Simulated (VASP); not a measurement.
# SrV in VASP: a series of runs

SrV is run at these levels: PBE; tasks: single point.

Program: VASP 6.6.1. These are calculated values, not measurements. Logs are shortened: lines on timing, memory, paths and dates and some standing lists are left out, and cuts for length are marked.

## (1) The cell of the first run

It takes space group Fm-3m (No. 225, cubic). Conventional cell: a = 5.701 Å, b = 5.701 Å, c = 5.701 Å, α = 90.00°, β = 90.00°, γ = 90.00°. Sr (site symmetry m-3m) has 6 V at 2.85 Å within 3.8 Å. V (site symmetry m-3m) has 6 Sr at 2.85 Å within 3.8 Å.

## (2) Single point, PBE, collinear spin, ferromagnetic start (volume scaled by 1.06)

INCAR

```
SYSTEM = SrV
PREC = Accurate ; ENCUT = 520
EDIFF = 1E-7 ; ISMEAR = -1
SIGMA = 0.05 ; LREAL = .FALSE.
LASPH = .TRUE. ; NELM = 150
ALGO = Normal ; ISIF = 2
LWAVE = .FALSE. ; LCHARG = .TRUE.
ISPIN = 2 ; MAGMOM = 0 2
LORBIT = 11 ; LMAXMIX = 4
GGA = PE ; LELF = .TRUE.
LVHAR = .TRUE. ; NBANDS = 22
```

KPOINTS

```
Automatic mesh
0
G
  8 8 8
  0 0 0
```

POSCAR

```
SrV
1.0
    0.0000000000      2.8505981280      2.8505981280
    2.8505981280      0.0000000000      2.8505981280
    2.8505981280      2.8505981280      0.0000000000
Sr V
1 1
Direct
    0.0000000000      0.0000000000      0.0000000000
    0.5000000000      0.5000000000      0.5000000000
```

Potentials or basis: VASP PAW PBE potentials, release 64 (Sr_sv, V_sv).

The run is started by

```bash
cat potpaw_PBE.64/Sr_sv/POTCAR potpaw_PBE.64/V_sv/POTCAR > POTCAR
mpirun -np 1 vasp_std > vasp.out
```

OUTCAR:

```text
SYSTEM = SrV
   PREC = Accurate
   ENCUT = 520
   EDIFF = 1E-7
   ISMEAR = -1
   LREAL = .FALSE.
   LASPH = .TRUE.
   NELM = 150
   ISIF = 2
   ISPIN = 2
   LORBIT = 11
   GGA = PE

 ion  position               nearest neighbor table
   1  0.000  0.000  0.000-   2 2.85   2 2.85   2 2.85   2 2.85   2 2.85   2 2.85
   2  0.500  0.500  0.500-   1 2.85   1 2.85   1 2.85   1 2.85   1 2.85   1 2.85

  LATTYP: Found a face centered cubic cell.
 ALAT       =     5.7011962560

  Lattice vectors:

 A1 = (   0.0000000000,   2.8505981280,   2.8505981280)
 A2 = (   2.8505981280,   0.0000000000,   2.8505981280)
 A3 = (   2.8505981280,   2.8505981280,   0.0000000000)

Analysis of symmetry for initial positions (statically):
=====================================================================
 Subroutine PRICEL returns:
 Original cell was already a primitive cell.

 Routine SETGRP: Setting up the symmetry group for a
 face centered cubic supercell.

 Subroutine GETGRP returns: Found 48 space group operations
 (whereof 48 operations were pure point group operations)
 out of a pool of 48 trial point group operations.

The static configuration has the point symmetry O_h .

Analysis of symmetry for dynamics (positions and initial velocities):
=====================================================================
 Subroutine PRICEL returns:
 Original cell was already a primitive cell.

 Routine SETGRP: Setting up the symmetry group for a
 face centered cubic supercell.

 Subroutine GETGRP returns: Found 48 space group operations
 (whereof 48 operations were pure point group operations)
 out of a pool of 48 trial point group operations.

The dynamic configuration has the point symmetry O_h .

Analysis of structural, dynamic, and magnetic symmetry:
=====================================================================
 Subroutine PRICEL returns:
 Original cell was already a primitive cell.

 Routine SETGRP: Setting up the symmetry group for a
 face centered cubic supercell.

 Subroutine GETGRP returns: Found 48 space group operations
 (whereof 48 operations were pure point group operations)
 out of a pool of 48 trial point group operations.

The overall configuration has the point symmetry O_h .

 Subroutine INISYM returns: Found 48 space group operations
 (whereof 48 operations are pure point group operations),
 and found     1 'primitive' translations

----------------------------------------------------------------------------------------

                                     Primitive cell

  volume of cell :      46.3274

  direct lattice vectors                    reciprocal lattice vectors
     0.000000000  2.850598128  2.850598128    -0.175401785  0.175401785  0.175401785
     2.850598128  0.000000000  2.850598128     0.175401785 -0.175401785  0.175401785
     2.850598128  2.850598128  0.000000000     0.175401785  0.175401785 -0.175401785

  length of vectors
     4.031354533  4.031354533  4.031354533     0.303804803  0.303804803  0.303804803

  position of ions in fractional coordinates (direct lattice)
     0.000000000  0.000000000  0.000000000
     0.500000000  0.500000000  0.500000000

  ion indices of the primitive-cell ions
   primitive index   ion index
                 1           1
                 2           2

----------------------------------------------------------------------------------------

 KPOINTS: Automatic mesh

Automatic generation of k-mesh.
 Grid dimensions read from file:
 generate k-points for:    8    8    8

 Generating k-lattice:

  Cartesian coordinates                     Fractional coordinates (reciprocal lattice)
    -0.021925223  0.021925223  0.021925223     0.125000000  0.000000000  0.000000000
     0.021925223 -0.021925223  0.021925223     0.000000000  0.125000000  0.000000000
     0.021925223  0.021925223 -0.021925223     0.000000000  0.000000000  0.125000000

  Length of vectors
     0.037975600  0.037975600  0.037975600

  Shift w.r.t. Gamma in fractional coordinates (k-lattice)
     0.000000000  0.000000000  0.000000000

 Subroutine IBZKPT returns following result:
 ===========================================

 Found     29 irreducible k-points:

 Following reciprocal coordinates:
            Coordinates               Weight
  0.000000  0.000000  0.000000      1.000000
  0.125000  0.000000  0.000000      8.000000
  0.250000  0.000000  0.000000      8.000000
  0.375000  0.000000  0.000000      8.000000
  0.500000  0.000000  0.000000      4.000000
  0.125000  0.125000  0.000000      6.000000
[... 16 lines left out ...]
  0.500000  0.250000  0.125000     48.000000
 -0.375000  0.250000  0.125000     24.000000
 [... further k-points ...]
   k-points           NKPTS =     29   k-points in BZ     NKDIM =     29   number of bands    NBANDS=     22
   number of dos      NEDOS =    301   number of ions     NIONS =      2
   total plane-waves  NPLWV =  27000
   dimension x,y,z NGX =    30 NGY =   30 NGZ =   30
   dimension x,y,z NGXF=    60 NGYF=   60 NGZF=   60
   ions per type =               1   1
   NGX,Y,Z   is equivalent  to a cutoff of  12.37, 12.37, 12.37 a.u.
   NGXF,Y,Z  is equivalent  to a cutoff of  24.74, 24.74, 24.74 a.u.
 SYSTEM =  SrV
   PREC   = accura    normal or accurate (medium, high low for compatibility)
   ISTART =      0    job   : 0-new  1-cont  2-samecut
   ICHARG =      2    charge: 1-file 2-atom 10-const
   ISPIN  =      2    spin polarized calculation?
   LNONCOLLINEAR =      F non collinear calculations
   LSORBIT =      F    spin-orbit coupling
   LASPH  =      T    aspherical Exc in radial PAW
   ENCUT  =  520.0 eV  38.22 Ry    6.18 a.u.   7.50  7.50  7.50*2*pi/ulx,y,z
   NELM   =    150;   NELMIN=  2; NELMDL= -5     # of ELM steps
   EDIFF  = 0.1E-06   stopping-criterion for ELM
   LREAL  =      F    real-space projection
   EDIFFG = 0.1E-05   stopping-criterion for IOM
   NSW    =      0    number of steps for IOM
   IBRION =     -1    ionic relax: 0-MD 1-quasi-New 2-CG
   NFREE  =      0    steps in history (QN), initial steepest desc. (CG)
   ISIF   =      2    stress and relaxation
   ISYM   =      2    0-nonsym 1-usesym 2-fastsym
   POTIM  = 0.5000    time-step for ionic-motion
   TEBEG  =    0.0;   TEEND  =   0.0 temperature during run
   PSTRESS=    0.0 pullay stress
   NELECT =      23.0000    total number of electrons
   NUPDOWN=      -1.0000    fix difference up-down
   EMIN   =  10.00;   EMAX   =-10.00  energy-range for DOS
   EFERMI =   0.00;   METHOD = LEGACY
   ISMEAR =    -1;   SIGMA  =   0.05  broadening in eV -4-tet -1-fermi 0-gaus
   EFERMI_NEDOS =   21; number of points for ismear=-14 and -15
   IALGO  =     38    algorithm
   IMIX   =      4    mixing-type and parameters
     AMIX     =   0.40;   BMIX     =  1.00
     AMIX_MAG =   1.60;   BMIX_MAG =  1.00
  volume/ion in A,a.u.               =      23.16       156.32
  Fermi-wavevector in a.u.,A,eV,Ry     =   1.296298  2.449648 22.863066  1.680388
  Thomas-Fermi vector in A             =   2.427763
   LORBIT       =     11    0 simple, 1 ext, 2 COOP (PROOUT), +10 PAW based schemes
   GGA     = PE    functional components
   LHFCALC =     F    Hartree Fock is set to
   AEXX    =    0.0000 exact exchange contribution
   IVDW    =     0    specifies the selected vdW correction
   LEPSILON=     F    determine dielectric tensor
   LRPA    =     F    only Hartree local field effects (RPA)
 spin polarized calculation
  energy-cutoff  :      520.00
  volume of cell :       46.33
 maximum number of plane-waves:      1283
 NGX is ok and might be reduce to    30
   NGX = 15   NGY = 15   NGZ = 15

 number of electron      23.0000003 magnetization       3.0597297

 Free energy of the ion-electron system (eV)
  ---------------------------------------------------
  ext. energy  EPLUGINS =         0.00000000
  ---------------------------------------------------
  free energy    TOTEN  =        -6.75391889 eV

  energy without entropy =       -6.72999641  energy(sigma->0) =       -6.74195765

 E-fermi :   4.8827     XC(G=0): -10.2406

 val. band max:        4.8535351425   @ k =  -0.3750   0.2500   0.0000
 cond. band min:       4.8935351369   @ k =   0.0000   0.0000   0.0000
 fundamental gap:      0.0399999944
 Fermi energy:         4.8827116155

 spin component 1

 k-point     1 :       0.0000    0.0000    0.0000
  band No.  band energies     occupation
      1     -59.6077      1.00000
      2     -33.5458      1.00000
      3     -33.5458      1.00000
      4     -33.5458      1.00000
      5     -29.6206      1.00000
      6     -11.6509      1.00000
[... 14 lines left out ...]
     21      13.7575      0.00000
     22      13.7575      0.00000

 k-point     2 :       0.1250    0.0000    0.0000
  band No.  band energies     occupation
      1     -59.6076      1.00000
      2     -33.5500      1.00000
      3     -33.5460      1.00000
      4     -33.5460      1.00000
      5     -29.6110      1.00000
      6     -11.7305      1.00000
[... 14 lines left out ...]
     21      13.9272      0.00000
     22      15.1896      0.00000

 k-point     3 :       0.2500    0.0000    0.0000
  band No.  band energies     occupation
      1     -59.6073      1.00000
      2     -33.5600      1.00000
      3     -33.5465      1.00000
      4     -33.5465      1.00000
      5     -29.5879      1.00000
      6     -11.9148      1.00000
[... 14 lines left out ...]
     21      15.1429      0.00000
     22      17.3124      0.00000
[... 476 lines left out ...]
 k-point    23 :       0.5000    0.2500    0.1250
  band No.  band energies     occupation
      1     -59.6069      1.00000
      2     -33.5652      1.00000
      3     -33.5508      1.00000
      4     -33.5481      1.00000
      5     -29.5647      1.00000
      6     -12.0465      1.00000
[... 14 lines left out ...]
     21      14.9333      0.00000
     22      15.9282      0.00000

 k-point    24 :      -0.3750    0.2500    0.1250
  band No.  band energies     occupation
      1     -59.6068      1.00000
      2     -33.5670      1.00000
      3     -33.5510      1.00000
      4     -33.5487      1.00000
      5     -29.5591      1.00000
      6     -12.0745      1.00000
[... 14 lines left out ...]
     21      15.4198      0.00000
     22      15.7550      0.00000

 [... further k-points ...]

 spin component 2

 k-point     1 :       0.0000    0.0000    0.0000
  band No.  band energies     occupation
      1     -57.2100      1.00000
      2     -31.1622      1.00000
      3     -31.1622      1.00000
      4     -31.1622      1.00000
      5     -29.5351      1.00000
      6     -11.5360      1.00000
[... 14 lines left out ...]
     21      15.1021      0.00000
     22      15.1021      0.00000

 k-point     2 :       0.1250    0.0000    0.0000
  band No.  band energies     occupation
      1     -57.2098      1.00000
      2     -31.1713      1.00000
      3     -31.1625      1.00000
      4     -31.1625      1.00000
      5     -29.5211      1.00000
      6     -11.6113      1.00000
[... 14 lines left out ...]
     21      14.9866      0.00000
     22      16.4243      0.00000

 k-point     3 :       0.2500    0.0000    0.0000
  band No.  band energies     occupation
      1     -57.2095      1.00000
      2     -31.1924      1.00000
      3     -31.1630      1.00000
      4     -31.1630      1.00000
      5     -29.4879      1.00000
      6     -11.7864      1.00000
[... 14 lines left out ...]
     21      15.0966      0.00000
     22      17.9829      0.00000
[... 476 lines left out ...]
 k-point    23 :       0.5000    0.2500    0.1250
  band No.  band energies     occupation
      1     -57.2091      1.00000
      2     -31.2012      1.00000
      3     -31.1681      1.00000
      4     -31.1649      1.00000
      5     -29.4621      1.00000
      6     -11.9125      1.00000
[... 14 lines left out ...]
     21      15.6060      0.00000
     22      16.4546      0.00000

 k-point    24 :      -0.3750    0.2500    0.1250
  band No.  band energies     occupation
      1     -57.2090      1.00000
      2     -31.2045      1.00000
      3     -31.1683      1.00000
      4     -31.1657      1.00000
      5     -29.4552      1.00000
      6     -11.9405      1.00000
[... 14 lines left out ...]
     21      15.9335      0.00000
     22      16.3751      0.00000

 [... further k-points ...]
[... 5 lines left out ...]
  --------------------------------------------------------------------------------------
  -------------------------------------------------------------------------------------
  Total        4.5524633      4.5524633      4.5524633     -0.0000000     -0.0000000      0.0000000
  in kB      157.4414386    157.4414386    157.4414386     -0.0000000     -0.0000000      0.0000000
  external PRESSURE =     157.4414386 kB  Pullay stress =       0.0000000 kB

 VOLUME and BASIS-vectors are now :
 -----------------------------------------------------------------------------
  energy-cutoff  :      520.00
  volume of cell :       46.33
      direct lattice vectors                 reciprocal lattice vectors
     0.000000000  2.850598128  2.850598128    -0.175401785  0.175401785  0.175401785
     2.850598128  0.000000000  2.850598128     0.175401785 -0.175401785  0.175401785
     2.850598128  2.850598128  0.000000000     0.175401785  0.175401785 -0.175401785

 POSITION                                       TOTAL-FORCE (eV/Angst)
 -----------------------------------------------------------------------------------
      0.00000      0.00000      0.00000         0.000000      0.000000      0.000000
      2.85060      2.85060      2.85060        -0.000000     -0.000000     -0.000000
 -----------------------------------------------------------------------------------
    total drift:                                0.000000      0.000000      0.000000

  FREE ENERGIE OF THE ION-ELECTRON SYSTEM (eV)
  ---------------------------------------------------
  free  energy   TOTEN  =        -6.7539188875 eV

  energy  without entropy=       -6.7299964082  energy(sigma->0) =       -6.74195765

 total charge

# of ion       s       p       d       tot
------------------------------------------
    1        2.078   5.748   0.461   8.287
    2        2.293   6.030   3.239  11.562
--------------------------------------------------
tot          4.370  11.779   3.700  19.849

 magnetization (x)

# of ion       s       p       d       tot
------------------------------------------
    1        0.007   0.020   0.119   0.146
    2        0.067   0.009   2.470   2.546
--------------------------------------------------
tot          0.074   0.029   2.589   2.692
```

Wall time 54 s (1 thread of Intel Xeon Platinum 8559C (Emerald Rapids), shared host); peak memory 0.22 GiB.

What came out:

```yaml
Free_energy: -6.7539 eV
Pressure: 15.7 GPa
Net_moment: 3.06 μB per cell
Site_moments: Sr +0.15; V +2.55 μB
Valence_electrons_inside_the_program's_atomic_spheres: Sr 8.29; V 11.56
```

Caveat: the cell differs from its parent crystal (volume scaled by 1.06).

## (3) Single point, PBE, collinear spin, ferromagnetic start

This run uses another cell than the first one, of 21.85 Å³/atom, 0.943 times its volume.

INCAR

```
SYSTEM = SrV
ALGO = Normal
EDIFF = 1E-6
ENCUT = 520
GGA = PE
ISIF = 2
ISMEAR = 1
ISPIN = 2
LASPH = .TRUE.
LCHARG = .FALSE.
LMAXMIX = 4
LORBIT = 11
LREAL = .FALSE.
LWAVE = .FALSE.
MAGMOM = 0 2
NBANDS = 22
NELM = 150
PREC = Accurate
SIGMA = 0.1
```

KPOINTS

```
k-points
0
G
  7 7 7
  0 0 0
```

POSCAR

```
SrV
1.0
    0.0000000000      2.7957652800      2.7957652800
    2.7957652800      0.0000000000      2.7957652800
    2.7957652800      2.7957652800      0.0000000000
Sr V
1 1
Direct
    0.0049290000     -0.0012480000     -0.0177750000
    0.5017010000      0.5044400000      0.4843830000
```

Potentials or basis: VASP PAW PBE potentials, release 64 (Sr_sv, V_sv).

The run is started by

```bash
cat potpaw_PBE.64/Sr_sv/POTCAR potpaw_PBE.64/V_sv/POTCAR > POTCAR
mpirun -np 1 vasp_std > vasp.out
```

It took 6.1 min on 1 thread of Oxide Virtual Turin-like, shared host; peak memory 0.36 GiB.

Results (log left out):

```
Free energy                                           : -6.4488 eV
Pressure                                              : 19.7 GPa
Largest force                                         : 0.098 eV/Å
Band gap on the k mesh                                : zero (filled and empty bands overlap)
Net moment                                            : 2.98 μB per cell
Site moments                                          : Sr +0.15; V +2.50 μB
Valence electrons inside the program's atomic spheres : Sr 8.34; V 11.60
```

Forces on the atoms (eV/Å):
```
Sr   0.092 -0.012  0.029
V   -0.092  0.012 -0.029
```

Levels at points of the mesh, in eV from the Fermi level:
Spin up:
| k point | band 9 | band 10 | band 11 | band 12 | band 13 | band 14 | band 15 | band 16 | band 17 | band 18 |
| --- | --- | --- | --- | --- | --- | --- | --- | --- | --- | --- |
| (0.00, 0.00, 0.00) | -4.70 | -1.67 | -1.67 | -1.41 | -1.41 | -1.41 | 5.54 | 5.55 | 5.55 | 7.54 |
Spin down:
```
           k point  band 8  band 9  band 10  band 11  band 12  band 13
(0.00, 0.00, 0.00)  -16.38   -4.13    -0.17    -0.17    -0.17     0.43
```
